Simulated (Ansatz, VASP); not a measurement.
## WSe2: VASP beside Ansatz

Contents of INCAR:

```
SYSTEM = WSe2
PREC = Accurate
ENCUT = 520
EDIFF = 1E-6
ISMEAR = 0
SIGMA = 0.05
LREAL = .False.
LASPH = .True.
NELM = 80
ALGO = Normal
ISIF = 2
LWAVE = .False.
LCHARG = .False.
LDIPOL = .True.
IDIPOL = 3
DIPOL = 0.5 0.5 0.401
GGA = PE
IVDW = 12
NBANDS = 35
```

Contents of KPOINTS:

```
Automatic mesh
0
Gamma
  9 9 1
  0 0 0
```

File POSCAR:

```
WSe2
1.0
    3.2854929596      0.0000000000      0.0000000000
   -1.6427464798      2.8453203669      0.0000000000
    0.0000000000      0.0000000000     24.2386467078
Se W
4 2
Direct
    0.3333333333      0.6666666667      0.1856539292
    0.3333333333      0.6666666667      0.3246601780
    0.5000000000      1.0000000000      0.4777215285
    0.5000000000      1.0000000000      0.6167277773
    0.6666666667      0.3333333333      0.2551570536
    0.8333333333      0.6666666667      0.5472246529
```

Input for Ansatz:

```yaml
crystal:
  lattice:
    - [3.2854929596, 0.0, 0.0]
    - [-1.6427464798, 2.8453203669, 0.0]
    - [0.0, 0.0, 24.2386467078]
  atoms:
    - { symbol: Se, position: [0.3333333333, 0.6666666667, 0.1856539292] }
    - { symbol: W, position: [0.6666666667, 0.3333333333, 0.2551570536] }
    - { symbol: Se, position: [0.3333333333, 0.6666666667, 0.324660178] }
    - { symbol: Se, position: [0.5, 1.0, 0.4777215285] }
    - { symbol: W, position: [0.8333333333, 0.6666666667, 0.5472246529] }
    - { symbol: Se, position: [0.5, 1.0, 0.6167277773] }
basis:
  ecutwfc: 420
kpoints:
  mp_grid: { grid: [9, 9, 1] }
hamiltonian:
  xc: pbe
  pseudopotentials: { kind: paw, azcp: { folder: soft_1 } }
  dispersion: d3bj
scf:
  occupations: { method: gaussian, width: 0.05 }
output:
  forces: true
  eigenvalues: true
efield:
  axis: 3
  dipole_correction: true
  ramp_width: 0.04
```

Alike in both runs: task single point; functional PBE; dispersion D3(BJ); k mesh 9 × 9 × 1; occupations gaussian, width 0.05 eV; no spin polarisation.

|  | VASP | Ansatz |
| --- | --- | --- |
| version | VASP 6.6.1 | Ansatz 0.2.0 |
| potentials or method | VASP PAW PBE potentials, release 64 (Se, W_sv), cutoff 520 eV | scalar-relativistic, plane waves, PAW |
| valence electrons in the cell | 52 | 92 |

```csv
,VASP,Ansatz,Ansatz less VASP
gap on the k mesh at the Fermi level (eV),1.56,1.56,-0.001
least direct gap on the mesh (eV),1.65,1.65,+0.003
rms of the force components (eV/Å),0.038,0.022,-0.0162
```

VASP's potentials hold 52 valence electrons a cell and Ansatz's 92, so a difference there can come from the potentials and not from the codes.

Neither program's run includes spin-orbit coupling.
